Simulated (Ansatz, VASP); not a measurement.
## Two plane-wave programs on TaN

```
Ta N
1.0
     2.99676    0.00000    0.00000
    -1.49838    2.49349    0.00000
     0.00000    0.00000    2.88300
Ta N
1 1
Direct
  0.33333 0.66667 0.50000
  0.00000 0.00000 0.00000
```

Change from the starting cell: strain +0.0200 x Voigt [1, -1, 0, 0, 0, 0], atoms carried along.

Alike in both runs: task single point; functional r2SCAN; k mesh 18 × 18 × 16; occupations gaussian, width 0.15 eV; no spin polarisation.

|  | VASP | Ansatz |
| --- | --- | --- |
| version | VASP 6.6.1 | Ansatz 0.2.0 |
| potentials or method | VASP PAW PBE potentials, release 64 (Ta_pv, N), cutoff 520 eV | scalar-relativistic, plane waves, PAW |
| valence electrons in the cell | 16 | 18 |

```tsv
	VASP	Ansatz	Ansatz less VASP
gap on the k mesh at the Fermi level (eV)	none	none	-
pressure (GPa)	1.8	0.2	-1.63
traceless stress, the component that is largest in VASP (GPa)	-9.59	-9.52	+0.073
rms of the force components (eV/Å)	0.040	0.037	-0.0029
```

VASP's potentials were made for PBE, not for r2SCAN. Atom by atom the forces differ by 0.003 eV/Å (rms over components). A gap of «none» marks a metal or a gap that the smearing closes. VASP's potentials hold 16 valence electrons a cell and Ansatz's 18, so a difference there can come from the potentials and not from the codes.

Spin-orbit coupling is off throughout.
